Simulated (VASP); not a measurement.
# K2PdC2 (P3m1) in VASP: notebook

K2PdC2 is run at these levels: LDA; tasks: single point.

Program: VASP 6.6.1. These are calculated values, not measurements. Logs are shortened: lines on timing, memory, paths and dates and some standing lists are left out, and cuts for length are marked.

## 1. The cell of the first run

It takes space group P3m1 (No. 156, trigonal). The conventional cell has a = 5.118 Å, b = 5.118 Å, c = 5.258 Å, α = 90.00°, β = 90.00°, γ = 120.00°. K (site symmetry 3m) has 6 C at 3.01 to 3.47 Å and 3 Pd at 3.30 Å and 3 K at 3.75 Å within 4.0 Å. K (site symmetry 3m) has 6 C at 3.00 to 3.44 Å and 3 Pd at 3.30 Å and 3 K at 3.75 Å within 3.9 Å. Pd (site symmetry 3m) has 2 C at 1.97 to 2.02 Å within 2.6 Å. C (site symmetry 3m) has 1 C at 1.26 Å within 1.7 Å. Within 1.7 Å of C (site symmetry 3m) lie 1 C at 1.26 Å.

## 2. Single point, LDA

The input, INCAR:

```
SYSTEM = K2PdC2
  ALGO = Normal
  EDIFF = 1E-6
  ENCUT = 520
  ISIF = 2
  ISMEAR = 0
  LASPH = .True.
  LCHARG = .True.
  LELF = .True.
  LREAL = .False.
  LVHAR = .True.
  LWAVE = .False.
  NBANDS = 26
  NELM = 80
  PREC = Accurate
  SIGMA = 0.05
```

The input, KPOINTS:

```
k-points
0
Gamma
  6 6 6
  0 0 0
```

The input, POSCAR:

```
K2PdC2
1.0
    5.1181840614      0.0000000000      0.0000000000
   -2.5590920307      4.4324774185      0.0000000000
    0.0000000000      0.0000000000      5.2581371800
K Pd C
2 1 2
Direct
    0.6666666667      0.3333333333      0.7201982100
    0.3333333333      0.6666666667      0.2798017900
    0.0000000000      0.0000000000      0.0000000000
    0.0000000000      0.0000000000      0.6154422445
    0.0000000000      0.0000000000      0.3750486845
```

Potentials or basis: VASP PAW LDA potentials, release 64 (K_sv, Pd, C).

Launch:

```sh
$ cat potpaw_LDA.64/K_sv/POTCAR potpaw_LDA.64/Pd/POTCAR potpaw_LDA.64/C/POTCAR > POTCAR
$ mpirun -np 1 vasp_std > vasp.out
```

OUTCAR:

```text
SYSTEM = K2PdC2
   EDIFF = 1E-6
   ENCUT = 520
   ISIF = 2
   ISMEAR = 0
   LASPH = .True.
   LREAL = .False.
   NELM = 80
   PREC = Accurate

 ion  position               nearest neighbor table
   1  0.667  0.333  0.720-   3 3.30   3 3.30   3 3.30   2 3.75   2 3.75   2 3.75
   2  0.333  0.667  0.280-   3 3.30   3 3.30   3 3.30   1 3.75   1 3.75   1 3.75
   3  0.000  0.000  0.000-   5 1.97   4 2.02   1 3.30   2 3.30   1 3.30   2 3.30   1 3.30   2 3.30

   4  0.000  0.000  0.615-   5 1.26   3 2.02
   5  0.000  0.000  0.375-   4 1.26   3 1.97

  LATTYP: Found a hexagonal cell.
 ALAT       =     5.1181840614
 C/A-ratio  =     1.0273442918

  Lattice vectors:

 A1 = (   5.1181840614,   0.0000000000,   0.0000000000)
 A2 = (  -2.5590920307,   4.4324774185,   0.0000000000)
 A3 = (   0.0000000000,   0.0000000000,   5.2581371800)

Analysis of symmetry for initial positions (statically):
=====================================================================
 Subroutine PRICEL returns:
 Original cell was already a primitive cell.

 Routine SETGRP: Setting up the symmetry group for a
 hexagonal supercell.

 Subroutine GETGRP returns: Found  6 space group operations
 (whereof  6 operations were pure point group operations)
 out of a pool of 24 trial point group operations.

The static configuration has the point symmetry C_3v.

Analysis of symmetry for dynamics (positions and initial velocities):
=====================================================================
 Subroutine PRICEL returns:
 Original cell was already a primitive cell.

 Routine SETGRP: Setting up the symmetry group for a
 hexagonal supercell.

 Subroutine GETGRP returns: Found  6 space group operations
 (whereof  6 operations were pure point group operations)
 out of a pool of 24 trial point group operations.

The dynamic configuration has the point symmetry C_3v.

 Subroutine INISYM returns: Found  6 space group operations
 (whereof  6 operations are pure point group operations),
 and found     1 'primitive' translations

----------------------------------------------------------------------------------------

                                     Primitive cell

  volume of cell :     119.2873

  direct lattice vectors                    reciprocal lattice vectors
     5.118184061  0.000000000  0.000000000     0.195381797  0.112803733  0.000000000
    -2.559092031  4.432477419  0.000000000     0.000000000  0.225607466  0.000000000
     0.000000000  0.000000000  5.258137180     0.000000000  0.000000000  0.190181421

  length of vectors
     5.118184061  5.118184061  5.258137180     0.225607466  0.225607466  0.190181421

  position of ions in fractional coordinates (direct lattice)
     0.666666667  0.333333333  0.720198210
     0.333333333  0.666666667  0.279801790
     0.000000000  0.000000000  0.000000000
     0.000000000  0.000000000  0.615442245
     0.000000000  0.000000000  0.375048685

  ion indices of the primitive-cell ions
   primitive index   ion index
                 1           1
                 2           2
                 3           3
                 4           4
                 5           5

----------------------------------------------------------------------------------------

 KPOINTS: k-points

Automatic generation of k-mesh.
 Grid dimensions read from file:
 generate k-points for:    6    6    6

 Generating k-lattice:

  Cartesian coordinates                     Fractional coordinates (reciprocal lattice)
     0.032563633  0.018800622  0.000000000     0.166666667  0.000000000  0.000000000
     0.000000000  0.037601244  0.000000000     0.000000000  0.166666667  0.000000000
     0.000000000  0.000000000  0.031696903     0.000000000  0.000000000  0.166666667

  Length of vectors
     0.037601244  0.037601244  0.031696903

  Shift w.r.t. Gamma in fractional coordinates (k-lattice)
     0.000000000  0.000000000  0.000000000

 Subroutine IBZKPT returns following result:
 ===========================================

 Found     34 irreducible k-points:

 Following reciprocal coordinates:
            Coordinates               Weight
  0.000000  0.000000  0.000000      1.000000
  0.166667 -0.000000  0.000000      6.000000
  0.333333  0.000000  0.000000      6.000000
  0.500000  0.000000  0.000000      3.000000
  0.166667  0.166667  0.000000      6.000000
  0.333333  0.166667  0.000000     12.000000
[... 16 lines left out ...]
  0.500000  0.000000  0.333333      6.000000
  0.166667  0.166667  0.333333     12.000000
 [... further k-points ...]
   k-points           NKPTS =     34   k-points in BZ     NKDIM =     34   number of bands    NBANDS=     26
   number of dos      NEDOS =    301   number of ions     NIONS =      5
   total plane-waves  NPLWV =  64000
   dimension x,y,z NGX =    40 NGY =   40 NGZ =   40
   dimension x,y,z NGXF=    80 NGYF=   80 NGZF=   80
   ions per type =               2   1   2
   NGX,Y,Z   is equivalent  to a cutoff of  12.99, 12.99, 12.65 a.u.
   NGXF,Y,Z  is equivalent  to a cutoff of  25.99, 25.99, 25.29 a.u.
 SYSTEM =  K2PdC2
   PREC   = accura    normal or accurate (medium, high low for compatibility)
   ISTART =      0    job   : 0-new  1-cont  2-samecut
   ICHARG =      2    charge: 1-file 2-atom 10-const
   ISPIN  =      1    spin polarized calculation?
   LNONCOLLINEAR =      F non collinear calculations
   LSORBIT =      F    spin-orbit coupling
   LASPH  =      T    aspherical Exc in radial PAW
   ENCUT  =  520.0 eV  38.22 Ry    6.18 a.u.   9.52  9.52  9.78*2*pi/ulx,y,z
   NELM   =     80;   NELMIN=  2; NELMDL= -5     # of ELM steps
   EDIFF  = 0.1E-05   stopping-criterion for ELM
   LREAL  =      F    real-space projection
   EDIFFG = 0.1E-04   stopping-criterion for IOM
   NSW    =      0    number of steps for IOM
   IBRION =     -1    ionic relax: 0-MD 1-quasi-New 2-CG
   NFREE  =      0    steps in history (QN), initial steepest desc. (CG)
   ISIF   =      2    stress and relaxation
   ISYM   =      2    0-nonsym 1-usesym 2-fastsym
   POTIM  = 0.5000    time-step for ionic-motion
   TEBEG  =    0.0;   TEEND  =   0.0 temperature during run
   PSTRESS=    0.0 pullay stress
   NELECT =      36.0000    total number of electrons
   NUPDOWN=      -1.0000    fix difference up-down
   EMIN   =  10.00;   EMAX   =-10.00  energy-range for DOS
   EFERMI =   0.00;   METHOD = LEGACY
   ISMEAR =     0;   SIGMA  =   0.05  broadening in eV -4-tet -1-fermi 0-gaus
   EFERMI_NEDOS =   21; number of points for ismear=-14 and -15
   IALGO  =     38    algorithm
   IMIX   =      4    mixing-type and parameters
     AMIX     =   0.40;   BMIX     =  1.00
     AMIX_MAG =   1.60;   BMIX_MAG =  1.00
  volume/ion in A,a.u.               =      23.86       161.00
  Fermi-wavevector in a.u.,A,eV,Ry     =   1.098106  2.075119 16.406402  1.205837
  Thomas-Fermi vector in A             =   2.234478
   LORBIT       =      0    0 simple, 1 ext, 2 COOP (PROOUT), +10 PAW based schemes
   GGA     = CA    functional components
   LHFCALC =     F    Hartree Fock is set to
   AEXX    =    0.0000 exact exchange contribution
   IVDW    =     0    specifies the selected vdW correction
   LEPSILON=     F    determine dielectric tensor
   LRPA    =     F    only Hartree local field effects (RPA)
 non-spin polarized calculation
 Gauss-broadening in eV      SIGMA  =   0.05
  energy-cutoff  :      520.00
  volume of cell :      119.29
 maximum number of plane-waves:      3247
 NGX is ok and might be reduce to    40
   NGX = 19   NGY = 19   NGZ = 19

 number of electron      36.0000005 magnetization

 Free energy of the ion-electron system (eV)
  ---------------------------------------------------
  ext. energy  EPLUGINS =         0.00000000
  ---------------------------------------------------
  free energy    TOTEN  =       -28.74930434 eV

  energy without entropy =      -28.74930434  energy(sigma->0) =      -28.74930434

 E-fermi :   1.0766     XC(G=0):  -8.6303

 val. band max:        0.8224241887   @ k =   0.0000   0.0000   0.5000
 cond. band min:       2.1701668178   @ k =   0.5000   0.0000   0.5000
 fundamental gap:      1.3477426291
 Fermi energy:         1.0766079625

 k-point     1 :       0.0000    0.0000    0.0000
  band No.  band energies     occupation
      1     -28.7011      2.00000
      2     -28.6506      2.00000
      3     -12.6838      2.00000
      4     -12.4785      2.00000
      5     -12.4785      2.00000
      6     -12.3709      2.00000
[... 18 lines left out ...]
     25       6.9529      0.00000
     26       7.1814      0.00000

 k-point     2 :       0.1667   -0.0000    0.0000
  band No.  band energies     occupation
      1     -28.6979      2.00000
      2     -28.6531      2.00000
      3     -12.6963      2.00000
      4     -12.5070      2.00000
      5     -12.4904      2.00000
      6     -12.4130      2.00000
[... 18 lines left out ...]
     25       6.8762      0.00000
     26       7.3159      0.00000

 k-point     3 :       0.3333    0.0000    0.0000
  band No.  band energies     occupation
      1     -28.6900      2.00000
      2     -28.6598      2.00000
      3     -12.7778      2.00000
      4     -12.5462      2.00000
      5     -12.5111      2.00000
      6     -12.4233      2.00000
[... 18 lines left out ...]
     25       6.9362      0.00000
     26       7.6038      0.00000

 k-point     4 :       0.5000    0.0000    0.0000
  band No.  band energies     occupation
      1     -28.6843      2.00000
      2     -28.6649      2.00000
      3     -12.8321      2.00000
      4     -12.5389      2.00000
      5     -12.5204      2.00000
      6     -12.4322      2.00000
[... 18 lines left out ...]
     25       7.0265      0.00000
     26       7.4341      0.00000

 k-point     5 :       0.1667    0.1667    0.0000
  band No.  band energies     occupation
      1     -28.6923      2.00000
      2     -28.6578      2.00000
      3     -12.7549      2.00000
      4     -12.5472      2.00000
      5     -12.5002      2.00000
      6     -12.4123      2.00000
[... 18 lines left out ...]
     25       6.7842      0.00000
     26       7.5926      0.00000

 k-point     6 :       0.3333    0.1667    0.0000
  band No.  band energies     occupation
      1     -28.6844      2.00000
      2     -28.6648      2.00000
      3     -12.8396      2.00000
      4     -12.5384      2.00000
      5     -12.5121      2.00000
      6     -12.4172      2.00000
[... 427 lines left out ...]
 k-point    21 :       0.3333    0.0000    0.3333
  band No.  band energies     occupation
      1     -28.6859      2.00000
      2     -28.6635      2.00000
      3     -12.7780      2.00000
      4     -12.5408      2.00000
      5     -12.4803      2.00000
      6     -12.4479      2.00000
[... 18 lines left out ...]
     25       6.8224      0.00000
     26       7.3834      0.00000

 k-point    22 :       0.0000    0.3333    0.3333
  band No.  band energies     occupation
      1     -28.6860      2.00000
      2     -28.6634      2.00000
      3     -12.7517      2.00000
      4     -12.5945      2.00000
      5     -12.4852      2.00000
      6     -12.4082      2.00000
[... 18 lines left out ...]
     25       7.0221      0.00000
     26       7.1944      0.00000

 k-point    23 :       0.5000    0.0000    0.3333
  band No.  band energies     occupation
      1     -28.6823      2.00000
      2     -28.6665      2.00000
      3     -12.8074      2.00000
      4     -12.5802      2.00000
      5     -12.4911      2.00000
      6     -12.4355      2.00000
[... 18 lines left out ...]
     25       6.9964      0.00000
     26       7.2996      0.00000

 k-point    24 :       0.1667    0.1667    0.3333
  band No.  band energies     occupation
      1     -28.6875      2.00000
      2     -28.6622      2.00000
      3     -12.7400      2.00000
      4     -12.5651      2.00000
      5     -12.4984      2.00000
      6     -12.3955      2.00000
[... 18 lines left out ...]
     25       7.0309      0.00000
     26       7.2709      0.00000

 [... further k-points ...]

------------------------ aborting loop because EDIFF is reached ----------------------------------------

  FORCE on cell =-STRESS in cart. coord.  units (eV):
  Direction    XX          YY          ZZ          XY          YZ          ZX
  --------------------------------------------------------------------------------------
  -------------------------------------------------------------------------------------
  Total       -1.3877539     -1.3877539     -2.6694455      0.0000000      0.0000000      0.0000000
  in kB      -18.6392611    -18.6392611    -35.8539743      0.0000000      0.0000000      0.0000000
  external PRESSURE =     -24.3774988 kB  Pullay stress =       0.0000000 kB

 VOLUME and BASIS-vectors are now :
 -----------------------------------------------------------------------------
  energy-cutoff  :      520.00
  volume of cell :      119.29
      direct lattice vectors                 reciprocal lattice vectors
     5.118184061  0.000000000  0.000000000     0.195381797  0.112803733  0.000000000
    -2.559092031  4.432477419  0.000000000     0.000000000  0.225607466  0.000000000
     0.000000000  0.000000000  5.258137180     0.000000000  0.000000000  0.190181421

 POSITION                                       TOTAL-FORCE (eV/Angst)
 -----------------------------------------------------------------------------------
      2.55909      1.47749      3.78690         0.000000      0.000000      0.035902
     -0.00000      2.95498      1.47124        -0.000000     -0.000000     -0.031331
      0.00000      0.00000      0.00000        -0.000000      0.000000     -0.459285
      0.00000      0.00000      3.23608         0.000000      0.000000      0.605578
      0.00000      0.00000      1.97206        -0.000000      0.000000     -0.150864
 -----------------------------------------------------------------------------------
    total drift:                                0.000000      0.000000      0.000253

  FREE ENERGIE OF THE ION-ELECTRON SYSTEM (eV)
  ---------------------------------------------------
  free  energy   TOTEN  =       -28.7493043355 eV

  energy  without entropy=      -28.7493043355  energy(sigma->0) =      -28.74930434
```

It took 54 s on 1 thread of AMD EPYC 9R45 (Zen 5), shared host; peak memory 0.23 GiB.

What came out:

| Quantity | Value |
| --- | --- |
| Free energy | -28.7493 eV |
| Pressure | -2.4 GPa |
| Largest force | 0.606 eV/Å |
| Band gap on the k mesh | 1.35 eV, indirect (least direct gap 1.38 eV) |

Forces on the atoms (eV/Å):
```
K    0.000  0.000  0.036
K    0.000  0.000 -0.031
Pd   0.000  0.000 -0.459
C    0.000  0.000  0.606
C    0.000  0.000 -0.151
```

Stress tensor (GPa, compression positive):
```
-1.86  0.00  0.00
 0.00 -1.86  0.00
 0.00  0.00 -3.59
```

Caveat: the cell differs from its parent crystal (all C atoms moved +0.025 Å, as atom 4 towards its neighbour atom 5 (C) at 1.264 Å). A k mesh can miss the band edges.

## 3. Single point, LDA

The input, INCAR:

```
  PREC = Accurate
  ENCUT = 520
  EDIFF = 1E-6
  ISMEAR = 0
  SIGMA = 0.05
  LREAL = False
  LASPH = True
  NELM = 100
  ALGO = Normal
  ISIF = 2
  LWAVE = False
  LCHARG = False
  NBANDS = 26
```

The input, KPOINTS:

```
regular mesh
0
Gamma
  6 6 6
```

Edit POSCAR of step 2 so:

```diff
@@ -11,3 +11,3 @@
     0.0000000000      0.0000000000      0.0000000000
-    0.0000000000      0.0000000000      0.6154422445
-    0.0000000000      0.0000000000      0.3750486845
+    0.0000000000      0.0000000000      0.6083104412
+    0.0000000000      0.0000000000      0.3679168812
```

Potentials or basis: VASP PAW LDA potentials, release 64 (K_sv, Pd, C).

Launch:

```sh
$ cat potpaw_LDA.64/K_sv/POTCAR potpaw_LDA.64/Pd/POTCAR potpaw_LDA.64/C/POTCAR > POTCAR
$ mpirun -np 1 vasp_std > vasp.out
```

Run time: 53 s. Hardware: 1 thread of AMD EPYC 9R45 (Zen 5), shared host; peak memory 0.23 GiB.

The run converged. Its results:

- Free energy: -28.7193 eV
- Pressure: -2.3 GPa
- Largest force: 1.165 eV/Å
- Band gap on the k mesh: 1.35 eV, indirect (least direct gap 1.38 eV)

Forces on the atoms (eV/Å):
```
K    0.000  0.000  0.037
K    0.000  0.000 -0.026
Pd   0.000  0.000 -1.165
C    0.000  0.000  0.888
C    0.000  0.000  0.266
```

Stress tensor (GPa, compression positive):
```
-1.86  0.00  0.00
 0.00 -1.86  0.00
 0.00  0.00 -3.13
```

Levels at points of the mesh, in eV from the valence-band top:
```tsv
k point	band 14	band 15	band 16	band 17	band 18	band 19	band 20	band 21	band 22	band 23
(0.00, 0.00, 0.00)	-1.85	-1.85	-1.54	-1.13	-1.13	4.02	4.38	5.23	5.23	5.69
(0.50, 0.00, 0.00)	-1.94	-1.81	-1.23	-1.04	-0.52	2.42	3.55	4.59	5.30	5.74
(0.00, 0.00, 0.50)	-1.37	-1.14	-1.14	0.00	0.00	2.65	2.65	3.58	4.59	6.21
(0.50, 0.00, 0.50)	-1.19	-1.05	-0.75	-0.06	-0.03	1.35	2.85	4.63	4.75	5.30
```

Caveat: the cell differs from its parent crystal (all C atoms moved +0.062 Å, as atom 4 towards its neighbour atom 5 (C) at 1.264 Å); forces of over 1 eV/Å act on the atoms, so gaps and moduli don't describe the material at rest.

## 4. Single point, LDA

The input, INCAR:

```
SYSTEM = K2PdC2
ALGO = Normal ; EDIFF = 1E-6
ENCUT = 520 ; GGA = CA
ISIF = 2 ; ISMEAR = 0
LASPH = .TRUE. ; LCHARG = .FALSE.
LREAL = .FALSE. ; LWAVE = .FALSE.
NBANDS = 26 ; NELM = 100
PREC = Accurate ; SIGMA = 0.05
```

The input, KPOINTS:

```
k-points
0
G
  6 6 6
  0 0 0
```

Edit POSCAR of step 3 so:

```diff
@@ -11,3 +11,3 @@
     0.0000000000      0.0000000000      0.0000000000
-    0.0000000000      0.0000000000      0.6083104412
-    0.0000000000      0.0000000000      0.3679168812
+    0.0000000000      0.0000000000      0.6178195122
+    0.0000000000      0.0000000000      0.3774259522
```

Launch:

```sh
$ cat potpaw_LDA.64/K_sv/POTCAR potpaw_LDA.64/Pd/POTCAR potpaw_LDA.64/C/POTCAR > POTCAR
$ mpirun -np 1 vasp_std > vasp.out
```

Run time: 54 s. Hardware: 1 thread of AMD EPYC 9R45 (Zen 5), shared host; peak memory 0.23 GiB.

Results (log left out):

```yaml
Free_energy: -28.7536 eV
Pressure: -2.5 GPa
Largest_force: 0.501 eV/Å
Band_gap_on_the_k_mesh: 1.35 eV, indirect (least direct gap 1.38 eV)
```

Forces in eV/Å, atoms in the order of the input:
```
K    0.000  0.000  0.035
K    0.000  0.000 -0.033
Pd   0.000  0.000 -0.229
C    0.000  0.000  0.501
C    0.000  0.000 -0.274
```

Stress tensor (GPa, compression positive):
```
-1.86  0.00  0.00
 0.00 -1.86  0.00
 0.00  0.00 -3.65
```

Levels at points of the mesh, in eV from the valence-band top:
```csv
k point,band 15,band 16,band 17,band 18,band 19,band 20,band 21,band 22
"(0.00, 0.00, 0.00)",-1.90,-1.54,-1.12,-1.12,4.01,4.38,5.22,5.22
"(0.50, 0.00, 0.00)",-1.85,-1.22,-1.04,-0.51,2.42,3.55,4.60,5.29
"(0.00, 0.00, 0.50)",-1.13,-1.13,0.00,0.00,2.64,2.64,3.58,4.58
"(0.50, 0.00, 0.50)",-1.04,-0.77,-0.05,-0.03,1.35,2.85,4.63,4.74
```

Caveat: the cell differs from its parent crystal (all C atoms moved +0.013 Å, as atom 4 towards its neighbour atom 5 (C) at 1.264 Å). A k mesh can miss the band edges.
